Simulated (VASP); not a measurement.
Write the native input for VASP 6.6.1 that does the following.

```yaml
Task: single point
Functional: PBE
Potentials_or_basis: VASP PAW PBE potentials, release 64 (Cd, F)
Cutoff: 520 eV
k_mesh: 8 × 8 × 8
Occupations: gaussian, width 0.05 eV
Spin: no spin polarisation
Dipole_correction: no
Further_INCAR_settings: ALGO = Normal; EDIFF = 1e-06; NBANDS = 20
```

The structure of CdF2 lies in POSCAR:

```
CdF2
1.0
    0.0000000000      2.6940000000      2.6940000000
    2.6940000000      0.0000000000      2.6940000000
    2.6940000000      2.6940000000      0.0000000000
Cd F
1 2
Direct
    0.0069599109     -0.0069599109      0.0069599109
    0.2500000000      0.2500000000      0.2500000000
    0.7500000000      0.7500000000      0.7500000000
```

This cell differs from its parent crystal: all Cd atoms moved +0.037 Å, as atom 1 along Cartesian [0 1 0].

One way to write it, as run:

INCAR

```
SYSTEM = CdF2
PREC = Accurate
ENCUT = 520
EDIFF = 1E-6
ISMEAR = 0
SIGMA = 0.05
LREAL = .False.
LASPH = .True.
NELM = 100
ALGO = Normal
ISIF = 2
LWAVE = .False.
LCHARG = .True.
GGA = PE
LELF = .True.
LVHAR = .True.
NBANDS = 20
```

KPOINTS

```
regular mesh
0
Gamma
  8 8 8
  0 0 0
```

Potentials or basis: VASP PAW PBE potentials, release 64 (Cd, F).

Command:

```console
$ cat potpaw_PBE.64/Cd/POTCAR potpaw_PBE.64/F/POTCAR > POTCAR
$ mpirun -np 1 vasp_std > vasp.out
```

Results of the run:

The pressure is 6.3 GPa, the largest force is 0.221 eV/Å and the band gap on the k mesh is 3.07 eV, indirect (least direct gap 3.57 eV).

Caveat: the cell differs from its parent crystal (all Cd atoms moved +0.037 Å, as atom 1 along Cartesian [0 1 0]).

Wall time 72 s on 1 thread of Intel Xeon 8259CL, with other jobs on the host, peak memory 0.18 GiB.
